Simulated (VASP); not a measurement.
# Si (P6_3/mmc) in VASP: a series of runs, part 2 of 2

VASP 6.6.1. The steps go on from the part before.

**5. Single point, r2SCAN (volume scaled by 0.840)**

POSCAR

```
Si
1.0
    2.5018126484      0.0000000000      0.0000000000
   -1.2509063242      2.1666333090      0.0000000000
    0.0000000000      0.0000000000      4.2442955268
Si
2
Direct
    0.3333333333      0.6666666667      0.2500000000
    0.6666666667      0.3333333333      0.7500000000
```

INCAR.step1

```
SYSTEM = Si
  ALGO = Normal
  EDIFF = 1E-4
  ENCUT = 520
  GGA = PE
  ISMEAR = 0
  LASPH = .True.
  LCHARG = .False.
  LREAL = .False.
  LWAVE = .True.
  NBANDS = 11
  NELM = 80
  PREC = Accurate
  SIGMA = 0.05
```

INCAR.step2

```
SYSTEM = Si
  ALGO = Normal
  EDIFF = 1E-6
  ENCUT = 520
  ISIF = 2
  ISMEAR = 0
  ISTART = 1
  LASPH = .True.
  LCHARG = .False.
  LMIXTAU = .True.
  LREAL = .False.
  LWAVE = .False.
  METAGGA = R2SCAN
  NBANDS = 11
  NELM = 80
  PREC = Accurate
  SIGMA = 0.05
```

KPOINTS

```
k-points
0
Gamma
  20 20 10
  0 0 0
```

Potentials or basis: VASP PAW PBE potentials, release 64 (Si).

On the command line:

```sh
$ cat potpaw_PBE.64/Si/POTCAR > POTCAR
$ cp INCAR.step1 INCAR
$ mpirun -np 1 vasp_std > vasp.out
$ cp INCAR.step2 INCAR
$ mpirun -np 1 vasp_std > vasp.out
```

OUTCAR:

```text
SYSTEM = Si
   EDIFF = 1E-6
   ENCUT = 520
   ISIF = 2
   ISMEAR = 0
   ISTART = 1
   LASPH = .True.
   LREAL = .False.
   METAGGA = R2SCAN
   NELM = 80
   PREC = Accurate

 ion  position               nearest neighbor table
   1  0.333  0.667  0.250-   2 2.57   2 2.57   2 2.57   2 2.57   2 2.57   2 2.57
   2  0.667  0.333  0.750-   1 2.57   1 2.57   1 2.57   1 2.57   1 2.57   1 2.57

  LATTYP: Found a hexagonal cell.
 ALAT       =     2.5018126484
 C/A-ratio  =     1.6964881561

  Lattice vectors:

[... 526 lines left out ...]
------------------------ aborting loop because EDIFF is reached ----------------------------------------

  FORCE on cell =-STRESS in cart. coord.  units (eV):
  Direction    XX          YY          ZZ          XY          YZ          ZX
  --------------------------------------------------------------------------------------
  -------------------------------------------------------------------------------------
  Total        3.7098250      3.7098250      3.7377420      0.0000000     -0.0000000      0.0000000
  in kB      258.3557885    258.3557885    260.2999518      0.0000000     -0.0000000      0.0000000
  external PRESSURE =     259.0038429 kB  Pullay stress =       0.0000000 kB

 VOLUME and BASIS-vectors are now :
 -----------------------------------------------------------------------------
  energy-cutoff  :      520.00
  volume of cell :       23.01
      direct lattice vectors                 reciprocal lattice vectors
     2.501812648  0.000000000  0.000000000     0.399710186  0.230772784  0.000000000
    -1.250906324  2.166633309  0.000000000     0.000000000  0.461545567  0.000000000
     0.000000000  0.000000000  4.244295527     0.000000000  0.000000000  0.235610361

 POSITION                                       TOTAL-FORCE (eV/Angst)
 -----------------------------------------------------------------------------------
     -0.00000      1.44442      1.06107        -0.000000     -0.000000      0.000000
      1.25091      0.72221      3.18322         0.000000      0.000000      0.000000
 -----------------------------------------------------------------------------------
    total drift:                               -0.000000      0.000000     -0.000000

  FREE ENERGIE OF THE ION-ELECTRON SYSTEM (eV)
  ---------------------------------------------------
  free  energy   TOTEN  =       -15.8454454696 eV

  energy  without entropy=      -15.8447986123  energy(sigma->0) =      -15.84512204
```

OSZICAR.step1:

```text
N       E                     dE             d eps       ncg     rms          rms(c)
DAV:   1     0.661401532701E+01    0.66140E+01   -0.35799E+03  5808   0.624E+02
DAV:   2    -0.904417755335E+01   -0.15658E+02   -0.15045E+02  7551   0.902E+01
DAV:   3    -0.944045813554E+01   -0.39628E+00   -0.39157E+00  7631   0.113E+01
DAV:   4    -0.944157116000E+01   -0.11130E-02   -0.11129E-02  6996   0.746E-01
DAV:   5    -0.944157407132E+01   -0.29113E-05   -0.29108E-05  7335   0.351E-02    0.589E+00
DAV:   6    -0.940279276466E+01    0.38781E-01   -0.67737E-03  6670   0.416E-01    0.329E+00
DAV:   7    -0.937967333303E+01    0.23119E-01   -0.13946E-02  6381   0.603E-01    0.197E-01
DAV:   8    -0.937945934018E+01    0.21399E-03   -0.17114E-04  7650   0.937E-02    0.238E-02
DAV:   9    -0.937945702752E+01    0.23127E-05   -0.48812E-06  3888   0.138E-02
   1 F= -.93794570E+01 E0= -.93792518E+01  d E =-.410488E-03
```

Run time: 2.3 min. Hardware: 1 thread of AMD EPYC 7R43 (Zen 3), shared host; peak memory 0.14 GiB.

What came out:

```yaml
Free_energy: -15.8454 eV
Pressure: 25.9 GPa
Band_gap_on_the_k_mesh: zero (band 4 reaches 25.08 eV, above the bottom of band 5 at 9.78 eV)
```

Levels at points of the mesh, in eV from the Fermi level:
| k point | band 2 | band 3 | band 4 | band 5 | band 6 | band 7 |
| --- | --- | --- | --- | --- | --- | --- |
| (0.00, 0.00, 0.00) | -9.32 | -9.31 | 11.62 | 11.62 | 12.19 | 12.19 |
| (0.50, 0.00, 0.00) | -9.60 | -2.22 | -1.96 | -0.91 | -0.82 | 4.91 |
| (0.00, 0.00, 0.50) | -15.56 | 0.69 | 0.69 | 13.20 | 13.20 | 13.20 |
| (0.50, 0.00, 0.50) | -8.15 | -6.99 | -6.99 | 6.73 | 6.73 | 7.10 |

Caveat: the PAW data sets were made with another functional, which shifts forces and pressure a little.

**6. Single point, r2SCAN (volume scaled by 0.880)**

POSCAR

```
Si
1.0
    2.5409097860      0.0000000000      0.0000000000
   -1.2704548930      2.2004924234      0.0000000000
    0.0000000000      0.0000000000      4.3106233577
Si
2
Direct
    0.3333333333      0.6666666667      0.2500000000
    0.6666666667      0.3333333333      0.7500000000
```

INCAR.step1

```
SYSTEM = Si
PREC = Accurate
ENCUT = 520
ISMEAR = 0
SIGMA = 0.05
LREAL = .FALSE.
LASPH = .TRUE.
NELM = 80
NBANDS = 11
GGA = PE
ALGO = Normal
EDIFF = 1E-4
LWAVE = .TRUE.
LCHARG = .FALSE.
```

INCAR.step2

```
SYSTEM = Si
PREC = Accurate
ENCUT = 520
EDIFF = 1E-6
ISMEAR = 0
SIGMA = 0.05
LREAL = .FALSE.
LASPH = .TRUE.
NELM = 80
ALGO = Normal
ISIF = 2
LWAVE = .FALSE.
LCHARG = .FALSE.
METAGGA = R2SCAN
LMIXTAU = .TRUE.
NBANDS = 11
ISTART = 1
```

KPOINTS

```
regular mesh
0
G
  20 20 10
  0 0 0
```

Potentials or basis: VASP PAW PBE potentials, release 64 (Si).

On the command line:

```sh
$ cat potpaw_PBE.64/Si/POTCAR > POTCAR
$ cp INCAR.step1 INCAR
$ mpirun -np 1 vasp_std > vasp.out
$ cp INCAR.step2 INCAR
$ mpirun -np 1 vasp_std > vasp.out
```

Run time: 2.3 min. Hardware: 1 thread of AMD EPYC 7R43 (Zen 3), shared host; peak memory 0.14 GiB.

It converged, with:

| Item | Value |
| --- | --- |
| Free energy | -15.9900 eV |
| Pressure | 16.7 GPa |
| Band gap on the k mesh | zero (band 4 reaches 23.91 eV, above the bottom of band 5 at 9.01 eV) |

Stress tensor (GPa, compression positive):
```
16.67  0.00  0.00
 0.00 16.67  0.00
 0.00  0.00 16.76
```

Levels at points of the mesh, in eV from the Fermi level:
```csv
k point,band 2,band 3,band 4,band 5,band 6,band 7
"(0.00, 0.00, 0.00)",-9.17,-8.97,11.15,11.15,11.90,11.90
"(0.50, 0.00, 0.00)",-9.29,-2.14,-2.00,-1.02,-0.65,4.67
"(0.00, 0.00, 0.50)",-15.14,0.66,0.66,12.80,12.80,12.80
"(0.50, 0.00, 0.50)",-7.89,-6.87,-6.87,6.45,6.45,7.04
```

Caveat: the PAW data sets were made with another functional, which shifts forces and pressure a little.

**7. Overview**

| task | cell | k mesh | cutoff (eV) | gap on the mesh (eV) | pressure (GPa) |
| --- | --- | --- | --- | --- | --- |
| relaxation of shape and atoms at fixed volume | relaxed from a = 2.677, b = 2.677, c = 4.590 Å, angles 90.0, 90.0, 120.0°, 2 atoms | 20 × 20 × 10 | 600 | none | -3.3 |
| relaxation of shape and atoms at fixed volume | relaxed from a = 2.380, b = 2.380, c = 4.019 Å, angles 90.0, 90.0, 120.0°, 2 atoms | 22 × 22 × 12 | 600 | none | 71.4 |
| relaxation of shape and atoms at fixed volume | relaxed from a = 2.641, b = 2.641, c = 4.534 Å, angles 90.0, 90.0, 120.0°, 2 atoms | 20 × 20 × 10 | 600 | none | 0.1 |
| single point | a = 2.502, b = 2.502, c = 4.244 Å, angles 90.0, 90.0, 120.0°, 2 atoms | 20 × 20 × 10 | 520 | none | 25.9 |
| single point | a = 2.541, b = 2.541, c = 4.311 Å, angles 90.0, 90.0, 120.0°, 2 atoms | 20 × 20 × 10 | 520 | none | 16.7 |

Alike in all rows: level r2SCAN; potentials or basis VASP PAW PBE potentials, release 64 (Si); no spin polarisation; smearing gaussian 0.05 eV.

Caveats: the PAW data sets were made with another functional, which shifts forces and pressure a little; the relaxation stopped at its first step, so nothing moved (some runs).

Total energies depend on the potentials used, so only differences within one code and one set of settings carry meaning.
